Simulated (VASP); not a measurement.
Here is a VASP 6.6.1 calculation.

The input INCAR:

```
SYSTEM = NaCl
ALGO     = Normal         ! electronic algorithm
EDIFF    = 1E-7           ! SCF threshold, eV
ENCUT    = 520            ! plane-wave cutoff, eV
ISIF     = 2              ! what is computed and relaxed
ISMEAR   = 0              ! smearing method
LASPH    = .True.         ! aspherical terms in the spheres
LCHARG   = .False.        ! write CHGCAR
LREAL    = .False.        ! projectors in reciprocal space
LWAVE    = .False.        ! write WAVECAR
NBANDS   = 14             ! bands
NELM     = 60             ! most SCF steps
PREC     = Accurate       ! precision mode
SIGMA    = 0.01           ! smearing width, eV
```

KPOINTS

```
k-points
0
Gamma
  8 8 8
  0 0 0
```

The input POSCAR:

```
NaCl
1.0
    2.5091669534      2.5091669534      0.0000000000
   -2.5091669534      2.5091669534      0.0000000000
    0.0000000000      2.5091669534      2.5091669534
Na Cl
1 1
Direct
    0.0000000000      0.0000000000      0.0000000000
    0.5000000000      0.5000000000      0.0000000000
```

Potentials or basis: VASP PAW LDA potentials, release 64 (Na_pv, Cl).

The run is started by

```bash
$ cat potpaw_LDA.64/Na_pv/POTCAR potpaw_LDA.64/Cl/POTCAR > POTCAR
$ mpirun -np 1 vasp_std > vasp.out
```

**Question.** Estimate the pressure.

**Answer.** 15.1 GPa.

**Question.** What does it give for the band gap on the k mesh?

**Answer.** 6.44 eV, direct.
